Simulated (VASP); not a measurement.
**PbS: single point with PBE0**

Crystal: PbS.

```xyz
2
Lattice="4.0062 0.0000 0.0000 -2.0031 3.4695 0.0000 0.0000 0.0000 3.7108" Properties=species:S:1:pos:R:3 pbc="T T T"
Pb    0.0000    0.0000    0.0000
S     2.0031    1.1565    1.8554
```

- Program: VASP 6.6.1
- Task: single point
- Functional: PBE0
- Potentials or basis: VASP PAW PBE potentials, release 64 (Pb_d, S)
- Cutoff: 520 eV
- k mesh: 4 × 4 × 4
- Occupations: fermi-dirac, width 0.05 eV
- Spin: no spin polarisation

```
Pressure               : 2.3 GPa
Band gap on the k mesh : 0.97 eV (least direct gap 1.90 eV)
```

Stress tensor (GPa, compression positive):
```
1.76 0.00 0.00
0.00 1.76 0.00
0.00 0.00 3.47
```

Levels at points of the mesh, in eV from the valence-band top:
| k point | band 7 | band 8 | band 9 | band 10 | band 11 | band 12 | band 13 | band 14 |
| --- | --- | --- | --- | --- | --- | --- | --- | --- |
| (0.00, 0.00, 0.00) | -7.00 | -3.04 | -2.45 | -2.45 | 4.64 | 4.64 | 6.24 | 8.34 |
| (0.50, 0.00, 0.00) | -9.80 | -3.67 | -2.16 | -1.84 | 3.00 | 5.19 | 6.44 | 6.99 |
| (0.00, 0.00, 0.50) | -10.45 | -1.76 | -1.76 | 0.00 | 1.90 | 5.22 | 5.22 | 9.51 |
| (0.50, 0.00, 0.50) | -8.32 | -5.31 | -5.13 | -2.15 | 3.14 | 3.84 | 3.93 | 9.94 |

Wall time 9.6 min on 1 thread of Intel(R) Xeon(R) Platinum 8488C (Sapphire Rapids), on a shared host, peak memory 0.18 GiB.

Caveat: the k points lie up to 0.45 Å⁻¹ apart; the PAW data sets were made with another functional, which shifts forces and pressure a little; spin-orbit coupling is left out, which moves the levels of the heavy elements. A k mesh can miss the band edges.
